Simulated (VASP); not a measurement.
P:

```xyz
1
Lattice="-1.5613 1.5613 1.5613 1.5613 -1.5613 1.5613 1.5613 1.5613 -1.5613" Properties=species:S:1:pos:R:3 pbc="T T T"
P     0.0000    0.0000    0.0000
```

```yaml
Program: VASP 6.6.1
Task: relaxation of cell and atoms
Functional: PBEsol
Potentials_or_basis: VASP PAW PBE potentials, release 64 (P)
Cutoff: 600 eV
k_mesh: 14 × 14 × 14
Occupations: fermi-dirac, width 0.1 eV
Spin: no spin polarisation
```

At the start: pressure -9.4 GPa; volume 15.22 Å³/atom.

Where does the relaxation end?

Over 3 steps the energy falls by 49.0 meV/atom and the volume is 13.70 Å³/atom (-10.0 %); space group Im-3m (No. 229, to 0.05 Å).

The path:
| step | energy change (eV) | largest force (eV/Å) | pressure (GPa) | volume (Å³) |
| --- | --- | --- | --- | --- |
| 1 | 0.0000 | 0.0000 | -9.45 | 15.22 |
| 2 | -0.0452 | 0.0000 | 3.30 | 13.33 |
| 3 | -0.0490 | 0.0000 | 0.04 | 13.70 |

Final structure:
```xyz
1
Lattice="-1.5074 1.5074 1.5074 1.5074 -1.5074 1.5074 1.5074 1.5074 -1.5074" Properties=species:S:1:pos:R:3 pbc="T T T"
P     0.0000    0.0000    0.0000
```

Caveat: the PAW data sets were made with another functional, which shifts forces and pressure a little.
